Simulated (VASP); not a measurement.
# Gd (P6_3/mmc) in VASP: further runs

Gd is run at these levels: BLYP+D4, PBE, r2SCAN; tasks: single point, relaxation of cell and atoms.

Program: VASP 6.6.1. These are calculated values, not measurements. Logs are shortened: lines on timing, memory, paths and dates and some standing lists are left out, and cuts for length are marked.

### Step 1. The cell of the first run

Symmetry: P6_3/mmc, No. 194, hexagonal system. The conventional cell has a = 3.602 Å, b = 3.602 Å, c = 5.755 Å, α = 90.00°, β = 90.00°, γ = 120.00°. Within 4.7 Å of Gd (site symmetry -6m2) lie 12 Gd at 3.55 to 3.60 Å.

### Step 2. Single point, BLYP+D4, collinear spin, ferromagnetic start

File INCAR:

```
  AGGAC = 1.0
  AGGAX = 1.0
  ALDAC = 0.0
  ALDAX = 1.0
  ALGO = Normal
  EDIFF = 1E-6
  ENCUT = 520
  GGA = B5
  ISIF = 2
  ISMEAR = -1
  ISPIN = 2
  IVDW = 13
  LASPH = True
  LCHARG = False
  LMAXMIX = 6
  LORBIT = 11
  LREAL = False
  LWAVE = False
  MAGMOM = 7 7
  NBANDS = 29
  NELM = 150
  PREC = Accurate
  SIGMA = 0.05
  VDW_A1 = 0.44488865
  VDW_A2 = 4.0933009
  VDW_S6 = 1.0
  VDW_S8 = 2.34076671
```

File KPOINTS:

```
k-points
0
Gamma
  8 8 5
```

File POSCAR:

```
Gd
1.0
    3.6016523976      0.0000000000      0.0000000000
   -1.8008261988      3.1191224719      0.0000000000
    0.0000000000      0.0000000000      5.7550561152
Gd
2
Direct
    0.6666666667      0.3333333333      0.7500000000
    0.3333333333      0.6666666667      0.2500000000
```

Potentials or basis: VASP PAW PBE potentials, release 64 (Gd).

Launch:

```console
> cat potpaw_PBE.64/Gd/POTCAR > POTCAR
> mpirun -np 1 vasp_std > vasp.out
```

OUTCAR:

```text
EDIFF = 1E-6
   ENCUT = 520
   GGA = B5
   ISIF = 2
   ISMEAR = -1
   ISPIN = 2
   IVDW = 13
   LASPH = True
   LORBIT = 11
   LREAL = False
   NELM = 150
   PREC = Accurate

 ion  position               nearest neighbor table
   1  0.667  0.333  0.750-   2 3.55   2 3.55   2 3.55   2 3.55   2 3.55   2 3.55
   2  0.333  0.667  0.250-   1 3.55   1 3.55   1 3.55   1 3.55   1 3.55   1 3.55

  LATTYP: Found a hexagonal cell.
 ALAT       =     3.6016523976
 C/A-ratio  =     1.5978932667

  Lattice vectors:

 A1 = (   3.6016523976,   0.0000000000,   0.0000000000)
 A2 = (  -1.8008261988,   3.1191224719,   0.0000000000)
 A3 = (   0.0000000000,   0.0000000000,   5.7550561152)

Analysis of symmetry for initial positions (statically):
=====================================================================
 Subroutine PRICEL returns:
 Original cell was already a primitive cell.

 Routine SETGRP: Setting up the symmetry group for a
 hexagonal supercell.

 Subroutine GETGRP returns: Found 24 space group operations
 (whereof 12 operations were pure point group operations)
 out of a pool of 24 trial point group operations.

The static configuration has the point symmetry D_3d.
 The point group associated with its full space group is D_6h.

Analysis of symmetry for dynamics (positions and initial velocities):
=====================================================================
 Subroutine PRICEL returns:
 Original cell was already a primitive cell.

 Routine SETGRP: Setting up the symmetry group for a
 hexagonal supercell.

 Subroutine GETGRP returns: Found 24 space group operations
 (whereof 12 operations were pure point group operations)
 out of a pool of 24 trial point group operations.

The dynamic configuration has the point symmetry D_3d.
 The point group associated with its full space group is D_6h.

Analysis of structural, dynamic, and magnetic symmetry:
=====================================================================
 Subroutine PRICEL returns:
 Original cell was already a primitive cell.

 Routine SETGRP: Setting up the symmetry group for a
 hexagonal supercell.

 Subroutine GETGRP returns: Found 24 space group operations
 (whereof 12 operations were pure point group operations)
 out of a pool of 24 trial point group operations.

The overall configuration has the point symmetry D_3d.
 The point group associated with its full space group is D_6h.

 Subroutine INISYM returns: Found 24 space group operations
 (whereof 12 operations are pure point group operations),
 and found     1 'primitive' translations

----------------------------------------------------------------------------------------

                                     Primitive cell

  volume of cell :      64.6523

  direct lattice vectors                    reciprocal lattice vectors
     3.601652398  0.000000000  0.000000000     0.277650336  0.160301496  0.000000000
    -1.800826199  3.119122472  0.000000000     0.000000000  0.320602993  0.000000000
     0.000000000  0.000000000  5.755056115     0.000000000  0.000000000  0.173760252

  length of vectors
     3.601652398  3.601652398  5.755056115     0.320602993  0.320602993  0.173760252

  position of ions in fractional coordinates (direct lattice)
     0.666666667  0.333333333  0.750000000
     0.333333333  0.666666667  0.250000000

  ion indices of the primitive-cell ions
   primitive index   ion index
                 1           1
                 2           2

----------------------------------------------------------------------------------------

 KPOINTS: k-points

Automatic generation of k-mesh.
 Grid dimensions read from file:
 generate k-points for:    8    8    5

 Generating k-lattice:

  Cartesian coordinates                     Fractional coordinates (reciprocal lattice)
     0.034706292  0.020037687  0.000000000     0.125000000  0.000000000  0.000000000
     0.000000000  0.040075374  0.000000000     0.000000000  0.125000000  0.000000000
     0.000000000  0.000000000  0.034752050     0.000000000  0.000000000  0.200000000

  Length of vectors
[... 59 lines left out ...]
[... 638 lines left out ...]
      5     -18.8069      1.00000
      6     -18.7226      1.00000
[... 21 lines left out ...]
     28       4.7983      0.00000
     29       5.6106      0.00000

 k-point    24 :       0.3750    0.0000    0.4000
  band No.  band energies     occupation
      1     -41.3278      1.00000
      2     -41.3161      1.00000
      3     -19.2407      1.00000
      4     -19.1867      1.00000
      5     -18.8171      1.00000
      6     -18.7711      1.00000
[... 21 lines left out ...]
     28       5.0984      0.00000
     29       5.7330      0.00000

 [... further k-points ...]

 spin component 2

 k-point     1 :       0.0000    0.0000    0.0000
  band No.  band energies     occupation
      1     -38.3949      1.00000
      2     -38.2978      1.00000
      3     -17.2868      1.00000
      4     -16.4885      1.00000
      5     -16.4885      1.00000
      6     -16.3558      1.00000
[... 21 lines left out ...]
     28       6.0750      0.00000
     29       6.5645      0.00000

 k-point     2 :       0.1250    0.0000    0.0000
  band No.  band energies     occupation
      1     -38.3838      1.00000
      2     -38.2931      1.00000
      3     -17.2421      1.00000
      4     -16.5890      1.00000
      5     -16.5209      1.00000
      6     -16.4601      1.00000
[... 21 lines left out ...]
     28       6.2828      0.00000
     29       6.6271      0.00000

 k-point     3 :       0.2500    0.0000    0.0000
  band No.  band energies     occupation
      1     -38.3557      1.00000
      2     -38.2832      1.00000
      3     -17.1215      1.00000
      4     -16.8299      1.00000
      5     -16.6956      1.00000
      6     -16.5940      1.00000
[... 638 lines left out ...]
      5     -16.6349      1.00000
      6     -16.5298      1.00000
[... 21 lines left out ...]
     28       5.7839      0.00000
     29       6.5761      0.00000

 k-point    24 :       0.3750    0.0000    0.4000
  band No.  band energies     occupation
      1     -38.3077      1.00000
      2     -38.2930      1.00000
      3     -17.1622      1.00000
      4     -17.0973      1.00000
      5     -16.6471      1.00000
      6     -16.5886      1.00000
[... 21 lines left out ...]
     28       6.0769      0.00000
     29       6.6990      0.00000

 [... further k-points ...]

------------------------ aborting loop because EDIFF is reached ----------------------------------------

  DFT-D4 for vdW energy calculation

  Edisp (eV):   -1.05794

  FORCE on cell =-STRESS in cart. coord.  units (eV):
  Direction    XX          YY          ZZ          XY          YZ          ZX
  --------------------------------------------------------------------------------------
  -------------------------------------------------------------------------------------
  Total       0.04013     0.04013     0.08745     0.00000     0.00000     0.00000
  in kB       0.99452     0.99452     2.16708     0.00000     0.00000     0.00000
  external pressure =        1.39 kB  Pullay stress =        0.00 kB

 VOLUME and BASIS-vectors are now :
 -----------------------------------------------------------------------------
  energy-cutoff  :      520.00
  volume of cell :       64.65
      direct lattice vectors                 reciprocal lattice vectors
     3.601652398  0.000000000  0.000000000     0.277650336  0.160301496  0.000000000
    -1.800826199  3.119122472  0.000000000     0.000000000  0.320602993  0.000000000
     0.000000000  0.000000000  5.755056115     0.000000000  0.000000000  0.173760252

 POSITION                                       TOTAL-FORCE (eV/Angst)
 -----------------------------------------------------------------------------------
      1.80083      1.03971      4.31629        -0.000000      0.000000      0.000000
     -0.00000      2.07941      1.43876         0.000000     -0.000000      0.000000
 -----------------------------------------------------------------------------------
    total drift:                               -0.000000      0.000000     -0.000000

  FREE ENERGIE OF THE ION-ELECTRON SYSTEM (eV)
  ---------------------------------------------------
  free  energy   TOTEN  =       -22.0902759330 eV

  energy  without entropy=      -22.0496003861  energy(sigma->0) =      -22.06993816

 total charge

# of ion       s       p       d       f       tot
--------------------------------------------------
    1        2.077   5.548   0.603   7.013  15.241
    2        2.077   5.548   0.603   7.013  15.241
--------------------------------------------------
tot          4.153  11.095   1.207  14.026  30.482

 magnetization (x)

# of ion       s       p       d       f       tot
--------------------------------------------------
    1        0.004  -0.052   0.178   6.780   6.909
    2        0.004  -0.052   0.178   6.780   6.909
--------------------------------------------------
tot          0.008  -0.105   0.355  13.560  13.818
```

Run time: 3.1 min. Hardware: 1 thread of AMD EPYC 9R45 (Zen 5), shared host; peak memory 0.24 GiB.

What came out:

```yaml
Free_energy: -22.0903 eV
Pressure: 0.1 GPa
Net_moment: 14.79 μB per cell
Site_moments: Gd +6.91 μB
Valence_electrons_inside_the_program's_atomic_spheres: Gd 15.24
Dispersion_energy_per_atom: -0.529 eV
```

Caveat: the PAW data sets were made with another functional, which shifts forces and pressure a little; spin-orbit coupling is left out, which moves the levels of the heavy elements; semilocal functionals describe open f shells poorly, which spoils levels, moments and volumes. The state reached can hang on the start; a lower one may exist.

### Step 3. Single point, PBE, collinear spin, ferromagnetic start

This run uses another cell than the first one, of 33.10 Å³/atom.

File INCAR:

```
ALGO = Normal
EDIFF = 1E-7
ENCUT = 520
GGA = PE
ISIF = 2
ISMEAR = 0
ISPIN = 2
LASPH = T
LCHARG = F
LMAXMIX = 6
LORBIT = 11
LREAL = F
LWAVE = F
MAGMOM = 7 7
NBANDS = 29
NELM = 150
PREC = Accurate
SIGMA = 0.027000000000000003
```

KPOINTS is that of step 2.

File POSCAR:

```
Gd
1.0
    3.6360000000      0.0000000000      0.0000000000
   -1.8180000000      3.1488683682      0.0000000000
    0.0000000000      0.0000000000      5.7826000000
Gd
2
Direct
    0.6666666667      0.3333333333      0.7500000000
    0.3333333333      0.6666666667      0.2500000000
```

Potentials or basis: VASP PAW PBE potentials, release 64 (Gd).

Launch:

```console
> cat potpaw_PBE.64/Gd/POTCAR > POTCAR
> mpirun -np 1 vasp_std > vasp.out
```

Run time: 3.2 min. Hardware: 1 thread of AMD EPYC 9R45 (Zen 5), shared host; peak memory 0.25 GiB.

It converged, with:

```
Free energy                                           : -23.4117 eV
Pressure                                              : 0.4 GPa
Net moment                                            : 15.20 μB per cell
Site moments                                          : Gd +6.99 μB
Valence electrons inside the program's atomic spheres : Gd 15.19
```

Stress tensor (GPa, compression positive):
```
0.26 0.00 0.00
0.00 0.26 0.00
0.00 0.00 0.61
```

Levels at points of the mesh, in eV from the Fermi level:
Spin up:
```
           k point  band 23  band 24  band 25  band 26  band 27  band 28  band 29
(0.00, 0.00, 0.00)    -4.81    -2.49     1.04     1.33     1.33     1.49     1.95
(0.50, 0.00, 0.00)    -2.17    -1.74    -1.29    -0.11     1.06     1.09     1.78
```
Spin down:
```tsv
k point	band 8	band 9	band 10	band 11	band 12	band 13
(0.00, 0.00, 0.00)	-19.95	-4.19	-1.46	0.31	0.34	0.40
(0.50, 0.00, 0.00)	-20.06	-1.08	-0.93	-0.61	0.35	0.40
```

Caveat: spin-orbit coupling is left out, which moves the levels of the heavy elements; semilocal functionals describe open f shells poorly, which spoils levels, moments and volumes.

### Step 4. Relaxation of cell and atoms, BLYP+D4, collinear spin, ferromagnetic start

This run uses another cell than the first one, of 33.10 Å³/atom.

File INCAR:

```
SYSTEM = Gd
PREC = Accurate ; ENCUT = 600
EDIFF = 1E-7 ; ISMEAR = -1
SIGMA = 0.05 ; LREAL = .False.
LASPH = .True. ; NELM = 150
ALGO = Normal ; ISIF = 3
LWAVE = .False. ; LCHARG = .False.
ISPIN = 2 ; MAGMOM = 7 7
LORBIT = 11 ; LMAXMIX = 6
GGA = B5 ; ALDAX = 1.0
AGGAX = 1.0 ; AGGAC = 1.0
ALDAC = 0.0 ; IVDW = 13
IBRION = 2 ; NSW = 60
EDIFFG = -0.01 ; VDW_S6 = 1.0
VDW_S8 = 2.34076671 ; VDW_A1 = 0.44488865
VDW_A2 = 4.0933009
```

File KPOINTS:

```
Automatic mesh
0
Gamma
  8 8 5
  0 0 0
```

POSCAR is that of step 3.

Launch:

```console
> cat potpaw_PBE.64/Gd/POTCAR > POTCAR
> mpirun -np 1 vasp_std > vasp.out
```

Run time: 35 min. Hardware: 1 thread of AMD EPYC 9R45 (Zen 5), shared host; peak memory 0.29 GiB.

The run converged. Its results:

| Item | Value |
| --- | --- |
| Free energy | -22.0957 eV |
| Relaxed volume | 32.39 Å³/atom |
| Relaxed cell | a = 3.606 Å, b = 3.606 Å, c = 5.754 Å, α = 90.00°, β = 90.00°, γ = 120.00° |
| Space group after relaxing (to 0.1 Å) | P6_3/mmc (No. 194) |
| Energy gained by relaxing | 1.7 meV/atom |
| Ionic steps | 18 |
| Pressure after relaxing | 0.0 GPa |
| Net moment | 14.80 μB per cell |
| Site moments | Gd +6.91 μB |
| Valence electrons inside the program's atomic spheres | Gd 15.24 |
| Dispersion energy per atom | -0.528 eV |

The path:
```tsv
step	energy change (eV)	largest force (eV/Å)	pressure (GPa)	volume (Å³)
1	0.0000	0.0000	-0.66	66.21
2	-0.0033	0.0000	-0.11	64.90
3	-0.0034	0.0000	-0.01	64.68
4	-0.0033	0.0000	-0.11	64.65
5	-0.0033	0.0000	0.09	64.58
6	-0.0033	0.0000	0.26	64.61
7	-0.0032	0.0000	0.08	65.12
8	-0.0028	0.0000	-0.16	65.36
9	-0.0031	0.0000	-0.24	65.21
10	-0.0031	0.0000	-0.24	65.14
11	-0.0032	0.0000	-0.25	65.13
12	-0.0034	0.0000	0.02	64.63
13	-0.0034	0.0000	0.49	64.76
14	-0.0033	0.0000	-0.10	65.00
15	-0.0033	0.0000	-0.09	64.93
16	-0.0034	0.0000	-0.04	64.85
17	-0.0034	0.0000	-0.04	64.80
18	-0.0034	0.0000	-0.02	64.78
```

Final structure:
```xyz
2
Lattice="3.6056 0.0000 0.0000 -1.8028 3.1225 0.0000 0.0000 0.0000 5.7537" Properties=species:S:1:pos:R:3 pbc="T T T"
Gd    1.8028    1.0408    4.3152
Gd    0.0000    2.0817    1.4384
```

Levels at points of the mesh, in eV from the Fermi level:
Spin up:
```
           k point  band 22  band 23  band 24  band 25  band 26  band 27  band 28  band 29
(0.00, 0.00, 0.00)    -4.56    -4.56    -2.34     1.38     1.38     1.45     1.53     2.01
(0.50, 0.00, 0.00)    -4.56    -1.96    -1.68    -1.22     0.24     1.12     1.26     1.89
```
Spin down:
| k point | band 8 | band 9 | band 10 | band 11 | band 12 | band 13 | band 14 | band 15 |
| --- | --- | --- | --- | --- | --- | --- | --- | --- |
| (0.00, 0.00, 0.00) | -19.90 | -4.20 | -1.60 | 0.30 | 0.34 | 0.39 | 0.47 | 0.47 |
| (0.50, 0.00, 0.00) | -20.03 | -1.18 | -1.04 | -0.69 | 0.34 | 0.42 | 0.48 | 0.49 |

Caveat: the PAW data sets were made with another functional, which shifts forces and pressure a little; spin-orbit coupling is left out, which moves the levels of the heavy elements; semilocal functionals describe open f shells poorly, which spoils levels, moments and volumes.

### Step 5. Single point, r2SCAN, collinear spin, ferromagnetic start

This run uses another cell than the first one, of 33.10 Å³/atom.

POSCAR is that of step 4.

File INCAR.step1:

```
PREC = Accurate
ENCUT = 520
ISMEAR = -1
SIGMA = 0.05
LREAL = F
LASPH = T
NELM = 150
ISPIN = 2
MAGMOM = 7 7
LMAXMIX = 6
NBANDS = 29
GGA = PE
ALGO = Normal
EDIFF = 1E-4
LWAVE = T
LCHARG = F
```

File INCAR.step2:

```
PREC = Accurate
ENCUT = 520
EDIFF = 1E-6
ISMEAR = -1
SIGMA = 0.05
LREAL = F
LASPH = T
NELM = 150
ALGO = Normal
ISIF = 2
LWAVE = F
LCHARG = F
ISPIN = 2
MAGMOM = 7 7
LORBIT = 11
LMAXMIX = 6
METAGGA = R2SCAN
LMIXTAU = T
NBANDS = 29
ISTART = 1
```

File KPOINTS:

```
regular mesh
0
Gamma
  8 8 5
```

Launch:

```console
> cat potpaw_PBE.64/Gd/POTCAR > POTCAR
> cp INCAR.step1 INCAR
> mpirun -np 1 vasp_std > vasp.out
> cp INCAR.step2 INCAR
> mpirun -np 1 vasp_std > vasp.out
```

Wall time 18 min (1 thread of Intel Xeon 8259CL, shared host); peak memory 0.29 GiB.

Results (log left out):

```
Free energy                                           : -82.1899 eV
Pressure                                              : 0.8 GPa
Net moment                                            : 15.87 μB per cell
Site moments                                          : Gd +7.09 μB
Valence electrons inside the program's atomic spheres : Gd 15.19
```

Stress tensor (GPa, compression positive):
```
0.46 0.00 0.00
0.00 0.46 0.00
0.00 0.00 1.49
```

Levels at points of the mesh, in eV from the Fermi level:
Spin up:
| k point | band 22 | band 23 | band 24 | band 25 | band 26 | band 27 | band 28 | band 29 |
| --- | --- | --- | --- | --- | --- | --- | --- | --- |
| (0.00, 0.00, 0.00) | -5.77 | -5.67 | -3.04 | 0.60 | 1.15 | 1.15 | 1.35 | 1.79 |
| (0.50, 0.00, 0.00) | -5.78 | -2.81 | -2.14 | -1.60 | -0.52 | 0.73 | 0.91 | 1.70 |
Spin down:
| k point | band 6 | band 7 | band 8 | band 9 | band 10 | band 11 | band 12 | band 13 | band 14 | band 15 |
| --- | --- | --- | --- | --- | --- | --- | --- | --- | --- | --- |
| (0.00, 0.00, 0.00) | -20.84 | -20.83 | -20.83 | -4.14 | -1.10 | 1.14 | 1.16 | 1.20 | 1.24 | 1.29 |
| (0.50, 0.00, 0.00) | -21.14 | -21.06 | -20.92 | -1.05 | -0.71 | -0.61 | 1.12 | 1.19 | 1.30 | 1.32 |

Caveat: the PAW data sets were made with another functional, which shifts forces and pressure a little; spin-orbit coupling is left out, which moves the levels of the heavy elements; semilocal functionals describe open f shells poorly, which spoils levels, moments and volumes. The state reached can hang on the start; a lower one may exist.

### Step 6. Summary

```tsv
task	level	cell	cutoff (eV)	smearing	gap on the mesh (eV)	pressure (GPa)	moment (μB)
single point	BLYP+D4	a = 3.602, b = 3.602, c = 5.755 Å, angles 90.0, 90.0, 120.0°, 2 atoms	520	fermi-dirac 0.05 eV	none	0.1	14.79
single point	PBE	a = 3.636, b = 3.636, c = 5.783 Å, angles 90.0, 90.0, 120.0°, 2 atoms	520	gaussian 0.027 eV	none	0.4	15.20
relaxation of cell and atoms	BLYP+D4	relaxed from a = 3.636, b = 3.636, c = 5.783 Å, angles 90.0, 90.0, 120.0°, 2 atoms	600	fermi-dirac 0.05 eV	none	0.0	14.80
single point	r2SCAN	a = 3.636, b = 3.636, c = 5.783 Å, angles 90.0, 90.0, 120.0°, 2 atoms	520	fermi-dirac 0.05 eV	none	0.8	15.87
```

Alike in all rows: potentials or basis VASP PAW PBE potentials, release 64 (Gd); spin collinear, ferromagnetic start; k mesh 8 × 8 × 5.

Caveats: spin-orbit coupling is left out, which moves the levels of the heavy elements; semilocal functionals describe open f shells poorly, which spoils levels, moments and volumes; the PAW data sets were made with another functional, which shifts forces and pressure a little (at least some runs).

Total energies depend on the potentials used, so only differences within one code and one set of settings carry meaning.
